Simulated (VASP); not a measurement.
A run of VASP 6.6.1 is set up as follows.

Contents of INCAR:

```
SYSTEM = TiAl3
PREC     = Accurate       ! precision mode
ENCUT    = 520            ! plane-wave cutoff, eV
EDIFF    = 1E-7           ! SCF threshold, eV
ISMEAR   = -1             ! smearing method
SIGMA    = 0.05           ! smearing width, eV
LREAL    = .False.        ! projectors in reciprocal space
LASPH    = .True.         ! aspherical terms in the spheres
NELM     = 100            ! most SCF steps
ALGO     = Normal         ! electronic algorithm
ISIF     = 2              ! what is computed and relaxed
LWAVE    = .False.        ! write WAVECAR
LCHARG   = .False.        ! write CHGCAR
GGA      = PS             ! functional
NBANDS   = 18             ! bands
```

The input KPOINTS:

```
Automatic mesh
0
Gamma
  9 6 6
  0 0 0
```

File POSCAR:

```
TiAl3
1.0
    2.7650950515      0.0000000000      0.0000000000
    0.0000000000      4.6878005890      0.0000000000
    0.0000000000      0.0000000000      4.9059229648
Ti Al
1 3
Direct
    0.0000000000      0.5000000000      0.1626688033
    0.0000000000      0.0000000000      0.8404464739
    0.5000000000      0.0000000000      0.3339150143
    0.5000000000      0.5000000000      0.6629687084
```

Potentials or basis: VASP PAW PBE potentials, release 64 (Ti_sv, Al).

Command:

```bash
$ cat potpaw_PBE.64/Ti_sv/POTCAR potpaw_PBE.64/Al/POTCAR > POTCAR
$ mpirun -np 1 vasp_std > vasp.out
```

Question: What does it give for the pressure?

Answer: 0.1 GPa.

Forces in eV/Å, atoms in the order of the input:
```
Ti   0.000  0.000  0.002
Al   0.000  0.000 -0.002
Al   0.000  0.000  0.002
Al   0.000  0.000 -0.002
```

Caveat: the PAW data sets were made with another functional, which shifts forces and pressure a little.
